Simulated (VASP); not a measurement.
# LiH in VASP: single point with PBEsol

Aim: the single point of LiH with PBEsol.

All numbers are computed with VASP 6.6.1; they aren't measurements. Logs are shortened: lines on timing, memory, paths and dates and some standing lists are left out, and cuts for length are marked.

### Step 1. The cell of the first run

The cell holds a slab with vacuum, 20 atoms: a = 2.814 Å, b = 2.814 Å, c = 30.910 Å, α = 90.00°, β = 90.00°, γ = 90.00°.

### Step 2. Single point, PBEsol

Input file INCAR:

```
ALGO = Normal
EDIFF = 1E-6
ENCUT = 520
GGA = PS
ISIF = 2
ISMEAR = -1
LASPH = True
LCHARG = False
LREAL = Auto
LWAVE = False
NBANDS = 36
NELM = 100
PREC = Accurate
SIGMA = 0.05
```

Input file KPOINTS:

```
k-points
0
Gamma
  6 6 1
```

Input file POSCAR:

```
LiH
1.0
    1.9899850000      1.9899850000      0.0000000000
   -1.9899850000      1.9899850000      0.0000000000
    0.0000000000      0.0000000000     30.9098600000
H Li
10 10
Direct
    0.5039890000      0.4964560000      0.2105980000
    0.5035540000      0.4970890000      0.3390590000
    0.5032120000      0.4977110000      0.4678130000
    0.5030150000      0.4977800000      0.5966120000
    0.5029670000      0.4977010000      0.7250800000
    0.0037850000      0.9966310000      0.2749370000
    0.0033540000      0.9974690000      0.4034160000
    0.0030880000      0.9978140000      0.5322220000
    0.0029970000      0.9975990000      0.6609660000
    0.0029690000      0.9977990000      0.7894220000
    0.0040660000      0.9964340000      0.2121020000
    0.0033380000      0.9967410000      0.3390360000
    0.0027970000      0.9976550000      0.4678610000
    0.0024440000      0.9979510000      0.5967240000
    0.0027170000      0.9977520000      0.7253550000
    0.5037520000      0.4965000000      0.2747090000
    0.5031310000      0.4972090000      0.4034110000
    0.5025280000      0.4978800000      0.5322920000
    0.5024140000      0.4977740000      0.6610710000
    0.5029340000      0.4978130000      0.7879420000
```

Potentials or basis: VASP PAW PBE potentials, release 64 (H, Li_sv).

Launch:

```sh
> cat potpaw_PBE.64/H/POTCAR potpaw_PBE.64/Li_sv/POTCAR > POTCAR
> mpirun -np 1 vasp_std > vasp.out
```

OUTCAR:

```text
EDIFF = 1E-6
   ENCUT = 520
   GGA = PS
   ISIF = 2
   ISMEAR = -1
   LASPH = True
   LREAL = Auto
   NELM = 100
   PREC = Accurate

 ion  position               nearest neighbor table
   1  0.504  0.496  0.211-
   2  0.504  0.497  0.339-
   3  0.503  0.498  0.468-
   4  0.503  0.498  0.597-
   5  0.503  0.498  0.725-
   6  0.004  0.997  0.275-
[... 12 lines left out ...]
  19  0.502  0.498  0.661-
  20  0.503  0.498  0.788-

  LATTYP: Found a simple tetragonal cell.
 ALAT       =     2.8142637759
 C/A-ratio  =    10.9832846034

  Lattice vectors:

 A1 = (   1.9899850000,   1.9899850000,   0.0000000000)
 A2 = (  -1.9899850000,   1.9899850000,   0.0000000000)
 A3 = (   0.0000000000,   0.0000000000,  30.9098600000)

Analysis of symmetry for initial positions (statically):
=====================================================================
 Subroutine PRICEL returns:
 Original cell was already a primitive cell.

 Routine SETGRP: Setting up the symmetry group for a
 simple tetragonal supercell.

 Subroutine GETGRP returns: Found  1 space group operations
 (whereof  1 operations were pure point group operations)
 out of a pool of 16 trial point group operations.

The static configuration has the point symmetry C_1 .

Analysis of symmetry for dynamics (positions and initial velocities):
=====================================================================
 Subroutine PRICEL returns:
 Original cell was already a primitive cell.

 Routine SETGRP: Setting up the symmetry group for a
 simple tetragonal supercell.

 Subroutine GETGRP returns: Found  1 space group operations
 (whereof  1 operations were pure point group operations)
 out of a pool of 16 trial point group operations.

The dynamic configuration has the point symmetry C_1 .

 Subroutine INISYM returns: Found  1 space group operations
 (whereof  1 operations are pure point group operations),
 and found     1 'primitive' translations

----------------------------------------------------------------------------------------

                                     Primitive cell

  volume of cell :     244.8086

  direct lattice vectors                    reciprocal lattice vectors
     1.989985000  1.989985000  0.000000000     0.251258175  0.251258175  0.000000000
    -1.989985000  1.989985000  0.000000000    -0.251258175  0.251258175  0.000000000
     0.000000000  0.000000000 30.909860000     0.000000000  0.000000000  0.032352136

  length of vectors
     2.814263776  2.814263776 30.909860000     0.355332719  0.355332719  0.032352136

  position of ions in fractional coordinates (direct lattice)
     0.503989000  0.496456000  0.210598000
     0.503554000  0.497089000  0.339059000
     0.503212000  0.497711000  0.467813000
     0.503015000  0.497780000  0.596612000
     0.502967000  0.497701000  0.725080000
     0.003785000  0.996631000  0.274937000
[... 12 lines left out ...]
     0.502414000  0.497774000  0.661071000
     0.502934000  0.497813000  0.787942000

  ion indices of the primitive-cell ions
   primitive index   ion index
                 1           1
                 2           2
                 3           3
                 4           4
                 5           5
                 6           6
[... 12 lines left out ...]
                19          19
                20          20

----------------------------------------------------------------------------------------

 KPOINTS: k-points

Automatic generation of k-mesh.
 Grid dimensions read from file:
 generate k-points for:    6    6    1

 Generating k-lattice:

  Cartesian coordinates                     Fractional coordinates (reciprocal lattice)
     0.041876363  0.041876363  0.000000000     0.166666667  0.000000000  0.000000000
    -0.041876363  0.041876363  0.000000000     0.000000000  0.166666667  0.000000000
     0.000000000  0.000000000  0.032352136     0.000000000  0.000000000  1.000000000

  Length of vectors
     0.059222120  0.059222120  0.032352136

  Shift w.r.t. Gamma in fractional coordinates (k-lattice)
     0.000000000  0.000000000  0.000000000

 Subroutine IBZKPT returns following result:
 ===========================================

 Found     20 irreducible k-points:

 Following reciprocal coordinates:
            Coordinates               Weight
  0.000000  0.000000  0.000000      1.000000
  0.166667  0.000000  0.000000      2.000000
  0.000000  0.166667  0.000000      2.000000
  0.333333  0.000000  0.000000      2.000000
  0.000000  0.333333  0.000000      2.000000
  0.500000  0.000000  0.000000      1.000000
[... 12 lines left out ...]
 -0.333333  0.500000  0.000000      2.000000
  0.500000  0.500000  0.000000      1.000000
   k-points           NKPTS =     20   k-points in BZ     NKDIM =     20   number of bands    NBANDS=     36
   number of dos      NEDOS =    301   number of ions     NIONS =     20
   total plane-waves  NPLWV = 138240
   dimension x,y,z NGX =    24 NGY =   24 NGZ =  240
   dimension x,y,z NGXF=    48 NGYF=   48 NGZF=  480
   ions per type =              10  10
   NGX,Y,Z   is equivalent  to a cutoff of  14.18, 14.18, 12.91 a.u.
   NGXF,Y,Z  is equivalent  to a cutoff of  28.35, 28.35, 25.82 a.u.
 SYSTEM =  unknown system
   PREC   = accura    normal or accurate (medium, high low for compatibility)
   ISTART =      0    job   : 0-new  1-cont  2-samecut
   ICHARG =      2    charge: 1-file 2-atom 10-const
   ISPIN  =      1    spin polarized calculation?
   LNONCOLLINEAR =      F non collinear calculations
   LSORBIT =      F    spin-orbit coupling
   LASPH  =      T    aspherical Exc in radial PAW
   ENCUT  =  520.0 eV  38.22 Ry    6.18 a.u.   5.23  5.23 57.47*2*pi/ulx,y,z
   NELM   =    100;   NELMIN=  2; NELMDL= -5     # of ELM steps
   EDIFF  = 0.1E-05   stopping-criterion for ELM
   LREAL  =      T    real-space projection
   EDIFFG = 0.1E-04   stopping-criterion for IOM
   NSW    =      0    number of steps for IOM
   IBRION =     -1    ionic relax: 0-MD 1-quasi-New 2-CG
   NFREE  =      0    steps in history (QN), initial steepest desc. (CG)
   ISIF   =      2    stress and relaxation
   ISYM   =      2    0-nonsym 1-usesym 2-fastsym
   POTIM  = 0.5000    time-step for ionic-motion
   TEBEG  =    0.0;   TEEND  =   0.0 temperature during run
   PSTRESS=    0.0 pullay stress
   NELECT =      40.0000    total number of electrons
   NUPDOWN=      -1.0000    fix difference up-down
   EMIN   =  10.00;   EMAX   =-10.00  energy-range for DOS
   EFERMI =   0.00;   METHOD = LEGACY
   ISMEAR =    -1;   SIGMA  =   0.05  broadening in eV -4-tet -1-fermi 0-gaus
   EFERMI_NEDOS =   21; number of points for ismear=-14 and -15
   IALGO  =     38    algorithm
   IMIX   =      4    mixing-type and parameters
     AMIX     =   0.40;   BMIX     =  1.00
     AMIX_MAG =   1.60;   BMIX_MAG =  1.00
  volume/ion in A,a.u.               =      12.24        82.60
  Fermi-wavevector in a.u.,A,eV,Ry     =   0.894992  1.691290 10.898418  0.801011
  Thomas-Fermi vector in A             =   2.017268
   LORBIT       =      0    0 simple, 1 ext, 2 COOP (PROOUT), +10 PAW based schemes
   GGA     = PS    functional components
   LHFCALC =     F    Hartree Fock is set to
   AEXX    =    0.0000 exact exchange contribution
   IVDW    =     0    specifies the selected vdW correction
   LEPSILON=     F    determine dielectric tensor
   LRPA    =     F    only Hartree local field effects (RPA)
 non-spin polarized calculation
  energy-cutoff  :      520.00
  volume of cell :      244.81
 maximum number of plane-waves:      6648
 NGX is ok and might be reduce to    24
   NGX = 11   NGY = 11   NGZ =115

 number of electron      40.0000012 magnetization

 Free energy of the ion-electron system (eV)
  ---------------------------------------------------
  ext. energy  EPLUGINS =         0.00000000
  ---------------------------------------------------
  free energy    TOTEN  =       -60.80366046 eV

  energy without entropy =      -60.80366046  energy(sigma->0) =      -60.80366046

 E-fermi :   0.2072     XC(G=0):  -5.9950

 val. band max:       -0.9659108790   @ k =   0.5000   0.5000   0.0000
 cond. band min:       1.2322095612   @ k =   0.0000   0.0000   0.0000
 fundamental gap:      2.1981204402
 Fermi energy:         0.2072033966

 k-point     1 :       0.0000    0.0000    0.0000
  band No.  band energies     occupation
      1     -45.2689      2.00000
      2     -45.2273      2.00000
      3     -45.1141      2.00000
      4     -45.0982      2.00000
      5     -45.0834      2.00000
      6     -45.0689      2.00000
[... 24 lines left out ...]
     31       9.3313      0.00000
     32       9.3782      0.00000

 k-point     2 :       0.1667    0.0000    0.0000
  band No.  band energies     occupation
      1     -45.2641      2.00000
      2     -45.2225      2.00000
      3     -45.1057      2.00000
      4     -45.0908      2.00000
      5     -45.0776      2.00000
      6     -45.0651      2.00000
[... 24 lines left out ...]
     31       7.4281      0.00000
     32       7.7608      0.00000

 k-point     3 :       0.0000    0.1667    0.0000
  band No.  band energies     occupation
      1     -45.2641      2.00000
      2     -45.2225      2.00000
      3     -45.1057      2.00000
      4     -45.0908      2.00000
      5     -45.0776      2.00000
      6     -45.0651      2.00000
[... 24 lines left out ...]
     31       7.4281      0.00000
     32       7.7608      0.00000

 k-point     4 :       0.3333    0.0000    0.0000
  band No.  band energies     occupation
      1     -45.2543      2.00000
      2     -45.2127      2.00000
      3     -45.0859      2.00000
      4     -45.0745      2.00000
      5     -45.0661      2.00000
      6     -45.0590      2.00000
[... 24 lines left out ...]
     31       6.3133      0.00000
     32       6.3863      0.00000

 k-point     5 :       0.0000    0.3333    0.0000
  band No.  band energies     occupation
      1     -45.2543      2.00000
      2     -45.2127      2.00000
      3     -45.0859      2.00000
      4     -45.0745      2.00000
      5     -45.0661      2.00000
      6     -45.0590      2.00000
[... 444 lines left out ...]
     31       5.7022      0.00000
     32       5.7058      0.00000

 k-point    18 :       0.5000    0.3333    0.0000
  band No.  band energies     occupation
      1     -45.2373      2.00000
      2     -45.1957      2.00000
      3     -45.0573      2.00000
      4     -45.0550      2.00000
      5     -45.0510      2.00000
      6     -45.0438      2.00000
[... 24 lines left out ...]
     31       5.6605      0.00000
     32       5.6739      0.00000

 k-point    19 :      -0.3333    0.5000    0.0000
  band No.  band energies     occupation
      1     -45.2373      2.00000
      2     -45.1957      2.00000
      3     -45.0573      2.00000
      4     -45.0550      2.00000
      5     -45.0510      2.00000
      6     -45.0438      2.00000
[... 24 lines left out ...]
     31       5.6605      0.00000
     32       5.6739      0.00000

 k-point    20 :       0.5000    0.5000    0.0000
  band No.  band energies     occupation
      1     -45.2333      2.00000
      2     -45.1917      2.00000
      3     -45.0532      2.00000
      4     -45.0509      2.00000
      5     -45.0469      2.00000
      6     -45.0396      2.00000
[... 24 lines left out ...]
     31       4.1913      0.00000
     32       4.1913      0.00000
 [bands above 32 left out]

------------------------ aborting loop because EDIFF is reached ----------------------------------------

  FORCE on cell =-STRESS in cart. coord.  units (eV):
  Direction    XX          YY          ZZ          XY          YZ          ZX
  --------------------------------------------------------------------------------------
  -------------------------------------------------------------------------------------
  Total       -0.6785734     -0.6796915     -0.1987314     -0.0000779     -0.0007584      0.0101167
  in kB       -4.4409998     -4.4483173     -1.3006197     -0.0005097     -0.0049631      0.0662098
  external PRESSURE =      -3.3966456 kB  Pullay stress =       0.0000000 kB

 VOLUME and BASIS-vectors are now :
 -----------------------------------------------------------------------------
  energy-cutoff  :      520.00
  volume of cell :      244.81
      direct lattice vectors                 reciprocal lattice vectors
     1.989985000  1.989985000  0.000000000     0.251258175  0.251258175  0.000000000
    -1.989985000  1.989985000  0.000000000    -0.251258175  0.251258175  0.000000000
     0.000000000  0.000000000 30.909860000     0.000000000  0.000000000  0.032352136

 POSITION                                       TOTAL-FORCE (eV/Angst)
 -----------------------------------------------------------------------------------
      0.01499      1.99087      6.50955         0.000381     -0.000054     -0.003996
      0.01287      1.99126     10.48027         0.000924     -0.001329     -0.003429
      0.01095      1.99182     14.46003        -0.000116     -0.001409      0.004167
      0.01042      1.99157     18.44119        -0.001191     -0.001183      0.010052
      0.01048      1.99131     22.41212        -0.000226     -0.000498      0.011408
     -1.97575      1.99081      8.49826         0.000395     -0.000245     -0.006861
[... 12 lines left out ...]
      0.00923      1.99036     20.43361         0.003052      0.001534     -0.010826
      0.01019      1.99147     24.35518        -0.001426     -0.000661      0.003183
 -----------------------------------------------------------------------------------
    total drift:                               -0.009356      0.001326      0.001573

  FREE ENERGIE OF THE ION-ELECTRON SYSTEM (eV)
  ---------------------------------------------------
  free  energy   TOTEN  =       -60.8036604597 eV

  energy  without entropy=      -60.8036604596  energy(sigma->0) =      -60.80366046
```

It took 7.8 min on 1 thread of Oxide Virtual Turin-like, shared host; peak memory 0.35 GiB.

What came out:

```yaml
Free_energy: -60.8037 eV
Largest_force: 0.017 eV/Å
Band_gap_on_the_k_mesh: 2.20 eV (least direct gap 2.35 eV)
```

Forces in eV/Å, atoms in the order of the input:
```
H    0.000  0.000 -0.004
H    0.001 -0.001 -0.003
H    0.000 -0.001  0.004
H   -0.001 -0.001  0.010
H    0.000  0.000  0.011
H    0.000  0.000 -0.007
H    0.001 -0.001  0.000
H   -0.001 -0.001  0.007
H   -0.001 -0.001  0.011
H    0.000  0.000  0.005
Li  -0.002  0.000 -0.002
Li  -0.001  0.002  0.002
Li   0.002  0.001 -0.010
Li   0.002  0.001 -0.017
Li   0.000  0.001 -0.014
Li  -0.003  0.001  0.012
Li  -0.002  0.001  0.004
Li   0.002  0.002 -0.002
Li   0.003  0.002 -0.011
Li  -0.001 -0.001  0.003
```

Caveat: the cutoff is under 1.25 times the usual one of these potentials, so pressure, stress and relaxed cells hold a basis-set (Pulay) error; there is no dipole correction, which matters where the two faces differ; the PAW data sets were made with another functional, which shifts forces and pressure a little.
